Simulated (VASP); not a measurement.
Here is a VASP 6.6.1 calculation.

The input INCAR:

```
SYSTEM = TiO2
PREC = Accurate ; ENCUT = 520
EDIFF = 1E-6 ; ISMEAR = -1
SIGMA = 0.05 ; LREAL = .False.
LASPH = .True. ; NELM = 80
ALGO = Normal ; ISIF = 2
LWAVE = .False. ; LCHARG = .True.
GGA = PE ; LELF = .True.
LVHAR = .True. ; NBANDS = 60
```

File KPOINTS:

```
Automatic mesh
0
Gamma
  5 5 5
  0 0 0
```

Contents of POSCAR:

```
TiO2
1.0
    4.8288166608      0.0000000000     -0.0077922198
    0.0000000000      4.8911633269      0.0000000000
   -0.8738164889      0.0000000000      4.9925297009
Ti O
4 8
Direct
    0.2769878471      0.0562261786      0.2156352458
    0.7230121529      0.5562261786      0.2843647542
    0.7230121529      0.9437738214      0.7843647542
    0.2769878471      0.4437738214      0.7156352458
    0.0627571156      0.1781554220      0.8525348943
    0.9372428844      0.6781554220      0.6474651057
    0.9372428844      0.8218445780      0.1474651057
    0.0627571156      0.3218445780      0.3525348943
    0.4468151392      0.7583191470      0.4621329073
    0.5531848608      0.2583191470      0.0378670927
    0.5531848608      0.2416808530      0.5378670927
    0.4468151392      0.7416808530      0.9621329073
```

Potentials or basis: VASP PAW PBE potentials, release 64 (Ti_sv, O).

The run is started by

```bash
$ cat potpaw_PBE.64/Ti_sv/POTCAR potpaw_PBE.64/O/POTCAR > POTCAR
$ mpirun -np 1 vasp_std > vasp.out
```

Problem. What does it give for the largest force?

Solution. 0.056 eV/Å.

Problem. What does it give for the band gap on the k mesh?

Solution. 2.34 eV, indirect (least direct gap 2.40 eV).

Problem. Predict the pressure.

Solution. 2.8 GPa.

Forces in eV/Å, atoms in the order of the input:
```
Ti   0.032 -0.045 -0.008
Ti  -0.032 -0.045  0.008
Ti  -0.032  0.045  0.008
Ti   0.032  0.045 -0.008
O   -0.028 -0.021  0.003
O    0.028 -0.021 -0.003
O    0.028  0.021 -0.003
O   -0.028  0.021  0.003
O   -0.027 -0.011  0.021
O    0.027 -0.011 -0.021
O    0.027  0.011 -0.021
O   -0.027  0.011  0.021
```

A k mesh can miss the band edges. Expect the measured gap to be larger: semilocal functionals such as PBE lack the derivative discontinuity.
